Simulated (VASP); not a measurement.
# TlMo4F (P4/mmm) in VASP: single point with PBE

Aim: the single point of TlMo4F with PBE.

Everything below comes from runs of VASP 6.6.1. Logs are shortened: lines on timing, memory, paths and dates and some standing lists are left out, and cuts for length are marked.

**1. The cell of the first run**

It takes space group P4/mmm (No. 123, tetragonal). Conventional cell: a = 3.580 Å, b = 3.580 Å, c = 8.677 Å, α = 90.00°, β = 90.00°, γ = 90.00°. Tl (site symmetry 4/mmm) has 8 Mo at 2.98 Å and 4 Tl at 3.58 Å within 3.9 Å. Within 3.3 Å of Mo (site symmetry 2mm) lie 4 Mo at 2.53 Å and 2 F at 2.65 Å and 2 Tl at 2.98 Å. F (site symmetry 4/mmm) has 8 Mo at 2.65 Å and 4 F at 3.58 Å within 3.6 Å.

The cell was generated, and may not be a known phase.

**2. Single point, PBE, collinear spin**

The input, INCAR:

```
PREC = Accurate
ENCUT = 520
EDIFF = 1E-6
ISMEAR = 0
SIGMA = 0.1
LREAL = F
LASPH = T
NELM = 150
ALGO = Normal
ISIF = 2
LWAVE = F
LCHARG = F
ISPIN = 2
MAGMOM = 0 1 1 1 1 0
LORBIT = 11
LMAXMIX = 4
GGA = PE
NBANDS = 51
```

The input, KPOINTS:

```
regular mesh
0
Gamma
  4 4 4
```

The input, POSCAR:

```
TlMo4F
1.0
    3.5799418646      0.0000000000      0.0000000000
    0.0000000000      3.5799418646      0.0000000000
    0.0000000000      0.0000000000      8.6765789527
Tl Mo F
1 4 1
Direct
    0.5000000000      0.5000000000      0.5000000000
    0.5000000000      0.0000000000      0.7751211043
    0.0000000000      0.5000000000      0.2248788957
    0.5000000000      0.0000000000      0.2248788957
    0.0000000000      0.5000000000      0.7751211043
    0.0000000000      0.0000000000      0.0000000000
```

Potentials or basis: VASP PAW PBE potentials, release 64 (Tl_d, Mo_sv, F).

Command:

```
$ cat potpaw_PBE.64/Tl_d/POTCAR potpaw_PBE.64/Mo_sv/POTCAR potpaw_PBE.64/F/POTCAR > POTCAR
$ mpirun -np 1 vasp_std > vasp.out
```

OUTCAR:

```text
PREC = Accurate
   ENCUT = 520
   EDIFF = 1E-6
   ISMEAR = 0
   LREAL = F
   LASPH = T
   NELM = 150
   ISIF = 2
   ISPIN = 2
   LORBIT = 11
   GGA = PE

 ion  position               nearest neighbor table
   1  0.500  0.500  0.500-   2 2.98   3 2.98   4 2.98   5 2.98   2 2.98   4 2.98   3 2.98   5 2.98

   2  0.500  0.000  0.775-   5 2.53   5 2.53   5 2.53   5 2.53   6 2.65   6 2.65   1 2.98   1 2.98

   3  0.000  0.500  0.225-   4 2.53   4 2.53   4 2.53   4 2.53   6 2.65   6 2.65   1 2.98   1 2.98

   4  0.500  0.000  0.225-   3 2.53   3 2.53   3 2.53   3 2.53   6 2.65   6 2.65   1 2.98   1 2.98

   5  0.000  0.500  0.775-   2 2.53   2 2.53   2 2.53   2 2.53   6 2.65   6 2.65   1 2.98   1 2.98

   6  0.000  0.000  0.000-   2 2.65   3 2.65   4 2.65   5 2.65   3 2.65   5 2.65   2 2.65   4 2.65

  LATTYP: Found a simple tetragonal cell.
 ALAT       =     3.5799418646
 C/A-ratio  =     2.4236647635

  Lattice vectors:

 A1 = (   3.5799418646,   0.0000000000,   0.0000000000)
 A2 = (   0.0000000000,   3.5799418646,   0.0000000000)
 A3 = (   0.0000000000,   0.0000000000,   8.6765789527)

Analysis of symmetry for initial positions (statically):
=====================================================================
 Subroutine PRICEL returns:
 Original cell was already a primitive cell.

 Routine SETGRP: Setting up the symmetry group for a
 simple tetragonal supercell.

 Subroutine GETGRP returns: Found 16 space group operations
 (whereof 16 operations were pure point group operations)
 out of a pool of 16 trial point group operations.

The static configuration has the point symmetry D_4h.

Analysis of symmetry for dynamics (positions and initial velocities):
=====================================================================
 Subroutine PRICEL returns:
 Original cell was already a primitive cell.

 Routine SETGRP: Setting up the symmetry group for a
 simple tetragonal supercell.

 Subroutine GETGRP returns: Found 16 space group operations
 (whereof 16 operations were pure point group operations)
 out of a pool of 16 trial point group operations.

The dynamic configuration has the point symmetry D_4h.

Analysis of structural, dynamic, and magnetic symmetry:
=====================================================================
 Subroutine PRICEL returns:
 Original cell was already a primitive cell.

 Routine SETGRP: Setting up the symmetry group for a
 simple tetragonal supercell.

 Subroutine GETGRP returns: Found 16 space group operations
 (whereof 16 operations were pure point group operations)
 out of a pool of 16 trial point group operations.

The overall configuration has the point symmetry D_4h.

 Subroutine INISYM returns: Found 16 space group operations
 (whereof 16 operations are pure point group operations),
 and found     1 'primitive' translations

----------------------------------------------------------------------------------------

                                     Primitive cell

  volume of cell :     111.1989

  direct lattice vectors                    reciprocal lattice vectors
     3.579941865  0.000000000  0.000000000     0.279334145  0.000000000  0.000000000
     0.000000000  3.579941865  0.000000000     0.000000000  0.279334145  0.000000000
     0.000000000  0.000000000  8.676578953     0.000000000  0.000000000  0.115252798

  length of vectors
     3.579941865  3.579941865  8.676578953     0.279334145  0.279334145  0.115252798

  position of ions in fractional coordinates (direct lattice)
     0.500000000  0.500000000  0.500000000
     0.500000000  0.000000000  0.775121104
     0.000000000  0.500000000  0.224878896
     0.500000000  0.000000000  0.224878896
     0.000000000  0.500000000  0.775121104
     0.000000000  0.000000000  0.000000000

  ion indices of the primitive-cell ions
   primitive index   ion index
                 1           1
                 2           2
                 3           3
                 4           4
                 5           5
[... 32 lines left out ...]
  0.500000  0.000000  0.000000      2.000000
  0.250000  0.250000  0.000000      4.000000
  0.500000  0.250000  0.000000      4.000000
  0.500000  0.500000  0.000000      1.000000
[... 10 lines left out ...]
  0.500000  0.250000  0.500000      4.000000
  0.500000  0.500000  0.500000      1.000000
   k-points           NKPTS =     18   k-points in BZ     NKDIM =     18   number of bands    NBANDS=     51
   number of dos      NEDOS =    301   number of ions     NIONS =      6
   total plane-waves  NPLWV =  54880
   dimension x,y,z NGX =    28 NGY =   28 NGZ =   70
   dimension x,y,z NGXF=    56 NGYF=   56 NGZF=  140
   ions per type =               1   4   1
   NGX,Y,Z   is equivalent  to a cutoff of  13.00, 13.00, 13.41 a.u.
   NGXF,Y,Z  is equivalent  to a cutoff of  26.01, 26.01, 26.82 a.u.
 SYSTEM =  unknown system
   PREC   = accura    normal or accurate (medium, high low for compatibility)
   ISTART =      0    job   : 0-new  1-cont  2-samecut
   ICHARG =      2    charge: 1-file 2-atom 10-const
   ISPIN  =      2    spin polarized calculation?
   LNONCOLLINEAR =      F non collinear calculations
   LSORBIT =      F    spin-orbit coupling
   LASPH  =      T    aspherical Exc in radial PAW
   ENCUT  =  520.0 eV  38.22 Ry    6.18 a.u.   6.66  6.66 16.13*2*pi/ulx,y,z
   NELM   =    150;   NELMIN=  2; NELMDL= -5     # of ELM steps
   EDIFF  = 0.1E-05   stopping-criterion for ELM
   LREAL  =      F    real-space projection
   EDIFFG = 0.1E-04   stopping-criterion for IOM
   NSW    =      0    number of steps for IOM
   IBRION =     -1    ionic relax: 0-MD 1-quasi-New 2-CG
   NFREE  =      0    steps in history (QN), initial steepest desc. (CG)
   ISIF   =      2    stress and relaxation
   ISYM   =      2    0-nonsym 1-usesym 2-fastsym
   POTIM  = 0.5000    time-step for ionic-motion
   TEBEG  =    0.0;   TEEND  =   0.0 temperature during run
   PSTRESS=    0.0 pullay stress
   NELECT =      76.0000    total number of electrons
   NUPDOWN=      -1.0000    fix difference up-down
   EMIN   =  10.00;   EMAX   =-10.00  energy-range for DOS
   EFERMI =   0.00;   METHOD = LEGACY
   ISMEAR =     0;   SIGMA  =   0.10  broadening in eV -4-tet -1-fermi 0-gaus
   EFERMI_NEDOS =   21; number of points for ismear=-14 and -15
   IALGO  =     38    algorithm
   IMIX   =      4    mixing-type and parameters
     AMIX     =   0.40;   BMIX     =  1.00
     AMIX_MAG =   1.60;   BMIX_MAG =  1.00
  volume/ion in A,a.u.               =      18.53       125.07
  Fermi-wavevector in a.u.,A,eV,Ry     =   1.442046  2.725072 28.293282  2.079498
  Thomas-Fermi vector in A             =   2.560610
   LORBIT       =     11    0 simple, 1 ext, 2 COOP (PROOUT), +10 PAW based schemes
   GGA     = PE    functional components
   LHFCALC =     F    Hartree Fock is set to
   AEXX    =    0.0000 exact exchange contribution
   IVDW    =     0    specifies the selected vdW correction
   LEPSILON=     F    determine dielectric tensor
   LRPA    =     F    only Hartree local field effects (RPA)
 spin polarized calculation
 Gauss-broadening in eV      SIGMA  =   0.10
  energy-cutoff  :      520.00
  volume of cell :      111.20
 maximum number of plane-waves:      3015
 NGX is ok and might be reduce to    28
   NGX = 13   NGY = 13   NGZ = 33

 number of electron      75.9999999 magnetization      -0.0002862

 number of electron      75.9999999 magnetization       0.0001651

 Free energy of the ion-electron system (eV)
  ---------------------------------------------------
  ext. energy  EPLUGINS =         0.00000000
  ---------------------------------------------------
  free energy    TOTEN  =       -42.89235086 eV

  energy without entropy =      -42.87586078  energy(sigma->0) =      -42.88410582

 E-fermi :   8.5751     XC(G=0): -11.5525

 val. band max:        8.5521066694   @ k =   0.5000   0.0000   0.5000
 cond. band min:       8.5775543947   @ k =   0.5000   0.0000   0.2500
 fundamental gap:      0.0254477253
 Fermi energy:         8.5750990539

 spin component 1

 k-point     1 :       0.0000    0.0000    0.0000
  band No.  band energies     occupation
      1     -52.5551      1.00000
      2     -52.5545      1.00000
      3     -52.0480      1.00000
      4     -52.0476      1.00000
      5     -27.1512      1.00000
      6     -27.1512      1.00000
[... 943 lines left out ...]
     49      12.4014      0.00000
     50      12.4388      0.00000
 Fermi energy:         8.5750990539

 spin component 2

 k-point     1 :       0.0000    0.0000    0.0000
  band No.  band energies     occupation
      1     -52.5551      1.00000
      2     -52.5545      1.00000
      3     -52.0480      1.00000
      4     -52.0477      1.00000
      5     -27.1512      1.00000
      6     -27.1512      1.00000
[... 943 lines left out ...]
     49      12.4015      0.00000
     50      12.4388      0.00000
 [bands above 50 left out]

------------------------ aborting loop because EDIFF is reached ----------------------------------------

  FORCE on cell =-STRESS in cart. coord.  units (eV):
  Direction    XX          YY          ZZ          XY          YZ          ZX
  --------------------------------------------------------------------------------------
  -------------------------------------------------------------------------------------
  Total        0.2120464      0.2120464      0.0649449      0.0000000     -0.0000000      0.0000000
  in kB        3.0552100      3.0552100      0.9357395      0.0000000     -0.0000000      0.0000000
  external PRESSURE =       2.3487198 kB  Pullay stress =       0.0000000 kB

 VOLUME and BASIS-vectors are now :
 -----------------------------------------------------------------------------
  energy-cutoff  :      520.00
  volume of cell :      111.20
      direct lattice vectors                 reciprocal lattice vectors
     3.579941865  0.000000000  0.000000000     0.279334145  0.000000000  0.000000000
     0.000000000  3.579941865  0.000000000     0.000000000  0.279334145  0.000000000
     0.000000000  0.000000000  8.676578953     0.000000000  0.000000000  0.115252798

 POSITION                                       TOTAL-FORCE (eV/Angst)
 -----------------------------------------------------------------------------------
      1.78997      1.78997      4.33829         0.000000      0.000000      0.000000
      1.78997      0.00000      6.72540         0.000000      0.000000     -0.000337
      0.00000      1.78997      1.95118         0.000000      0.000000      0.000337
      1.78997      0.00000      1.95118        -0.000000     -0.000000      0.000337
      0.00000      1.78997      6.72540        -0.000000     -0.000000     -0.000337
      0.00000      0.00000      0.00000         0.000000      0.000000      0.000000
 -----------------------------------------------------------------------------------
    total drift:                                0.000000      0.000000     -0.000000

  FREE ENERGIE OF THE ION-ELECTRON SYSTEM (eV)
  ---------------------------------------------------
  free  energy   TOTEN  =       -42.8923508558 eV

  energy  without entropy=      -42.8758607824  energy(sigma->0) =      -42.88410582

 total charge

# of ion       s       p       d       tot
------------------------------------------
    1        1.012   0.697   9.632  11.341
    2        2.318   6.114   4.107  12.538
    3        2.318   6.114   4.107  12.538
    4        2.318   6.114   4.107  12.538
    5        2.318   6.114   4.107  12.538
    6        1.780   4.216   0.000   5.995
--------------------------------------------------
tot         12.062  29.369  26.059  67.489

 magnetization (x)

# of ion       s       p       d       tot
------------------------------------------
    1        0.000   0.000  -0.000   0.000
    2        0.000   0.000  -0.000  -0.000
    3        0.000   0.000  -0.000  -0.000
    4        0.000   0.000  -0.000  -0.000
    5        0.000   0.000  -0.000  -0.000
    6        0.000  -0.000   0.000  -0.000
--------------------------------------------------
tot          0.000   0.000  -0.000  -0.000
```

Run time: 5.5 min. Hardware: 1 thread of Intel Xeon 8259CL, shared host; peak memory 0.36 GiB.

Results:

```
Free energy                                           : -42.8924 eV
Pressure                                              : 0.2 GPa
Band gap on the k mesh                                : zero (filled and empty bands overlap)
Net moment                                            : 0.00 μB per cell
Valence electrons inside the program's atomic spheres : Tl 11.34; Mo 12.54; F 6.00
```

Levels at points of the mesh, in eV from the Fermi level:
Spin up:
| k point | band 34 | band 35 | band 36 | band 37 | band 38 | band 39 | band 40 | band 41 | band 42 | band 43 |
| --- | --- | --- | --- | --- | --- | --- | --- | --- | --- | --- |
| (0.00, 0.00, 0.00) | -1.66 | -1.66 | -1.53 | -1.53 | -1.15 | 1.04 | 1.74 | 2.35 | 2.35 | 2.40 |
| (0.50, 0.00, 0.00) | -0.61 | -0.46 | -0.41 | -0.37 | -0.36 | -0.36 | -0.23 | 0.02 | 0.12 | 0.17 |
| (0.50, 0.50, 0.00) | -1.67 | -1.67 | -1.67 | 1.01 | 1.01 | 1.03 | 1.03 | 1.10 | 1.10 | 1.76 |
| (0.00, 0.00, 0.50) | -2.00 | -2.00 | -1.17 | -1.17 | 0.09 | 1.02 | 1.74 | 2.29 | 2.29 | 2.41 |
| (0.50, 0.00, 0.50) | -0.60 | -0.42 | -0.39 | -0.39 | -0.25 | -0.24 | -0.18 | -0.16 | -0.02 | 0.03 |
| (0.50, 0.50, 0.50) | -1.68 | -1.68 | -0.81 | 0.67 | 0.81 | 0.81 | 1.00 | 1.00 | 1.17 | 1.17 |
Spin down:
```
           k point  band 34  band 35  band 36  band 37  band 38  band 39  band 40  band 41  band 42  band 43
(0.00, 0.00, 0.00)    -1.66    -1.66    -1.53    -1.53    -1.15     1.04     1.74     2.35     2.35     2.40
(0.50, 0.00, 0.00)    -0.61    -0.46    -0.41    -0.37    -0.36    -0.36    -0.23     0.02     0.13     0.17
(0.50, 0.50, 0.00)    -1.67    -1.67    -1.67     1.01     1.01     1.03     1.03     1.10     1.10     1.76
(0.00, 0.00, 0.50)    -2.00    -2.00    -1.17    -1.17     0.09     1.02     1.74     2.29     2.29     2.41
(0.50, 0.00, 0.50)    -0.60    -0.42    -0.39    -0.39    -0.25    -0.24    -0.18    -0.16    -0.02     0.03
(0.50, 0.50, 0.50)    -1.68    -1.68    -0.81     0.67     0.81     0.81     1.00     1.00     1.17     1.17
```

Caveat: the k points lie up to 0.44 Å⁻¹ apart, too coarse for converged energies and pressures of a metal; spin-orbit coupling is left out, which moves the levels of the heavy elements.

The gap in the log of VASP goes by the Fermi energy; the results here count the filled bands.